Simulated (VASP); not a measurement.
Wanted: the native input for a VASP 6.6.1 run.

```yaml
Task: relaxation of the atoms
Functional: r2SCAN
Potentials_or_basis: VASP PAW PBE potentials, release 64 (Be, Te)
Cutoff: 520 eV
k_mesh: 8 × 8 × 8
Occupations: fermi-dirac, width 0.02 eV
Spin: no spin polarisation
Dipole_correction: no
Further_INCAR_settings: ALGO = Normal; EDIFF = 1e-07; IBRION = 2; EDIFFG = -0.01; NSW = 50
```

Crystal: BeTe.

```xyz
2
Lattice="0.0000 2.7902 2.7902 2.7902 0.0000 2.7902 2.7902 2.7902 0.0000" Properties=species:S:1:pos:R:3 pbc="T T T"
Be    0.0000    0.0000    0.0000
Te    1.3951    1.3951    1.3951
```

These files were run (other wordings do the same):

POSCAR

```
BeTe
1.0
    0.0000000000      2.7902133100      2.7902133100
    2.7902133100      0.0000000000      2.7902133100
    2.7902133100      2.7902133100      0.0000000000
Be Te
1 1
Direct
    0.0000000000      0.0000000000      0.0000000000
    0.2500000000      0.2500000000      0.2500000000
```

INCAR.step1

```
  PREC = Accurate
  ENCUT = 520
  ISMEAR = -1
  SIGMA = 0.02
  LREAL = False
  LASPH = True
  NELM = 80
  GGA = PE
  ALGO = Normal
  EDIFF = 1E-4
  LWAVE = True
  LCHARG = False
```

INCAR.step2

```
  PREC = Accurate
  ENCUT = 520
  EDIFF = 1E-7
  ISMEAR = -1
  SIGMA = 0.02
  LREAL = False
  LASPH = True
  NELM = 80
  ALGO = Normal
  ISIF = 2
  LWAVE = False
  LCHARG = False
  METAGGA = R2SCAN
  LMIXTAU = True
  IBRION = 2
  NSW = 50
  EDIFFG = -0.01
  ISTART = 1
```

KPOINTS

```
Automatic mesh
0
Gamma
  8 8 8
```

Potentials or basis: VASP PAW PBE potentials, release 64 (Be, Te).

The run is started by

```bash
$ cat potpaw_PBE.64/Be/POTCAR potpaw_PBE.64/Te/POTCAR > POTCAR
$ cp INCAR.step1 INCAR
$ mpirun -np 1 vasp_std > vasp.out
$ cp INCAR.step2 INCAR
$ mpirun -np 1 vasp_std > vasp.out
```

It gave:

```json
{
  "Pressure after relaxing": "2.8 GPa",
  "Band gap on the k mesh": "2.27 eV, indirect (least direct gap 3.99 eV)"
}
```

Caveat: the relaxation stopped at its first step, so nothing moved; the PAW data sets were made with another functional, which shifts forces and pressure a little; spin-orbit coupling is left out, which moves the levels of the heavy elements.

Run time: 24 s on 1 thread of Intel Xeon 6975P-C, with other jobs on the host, peak memory 0.18 GiB.
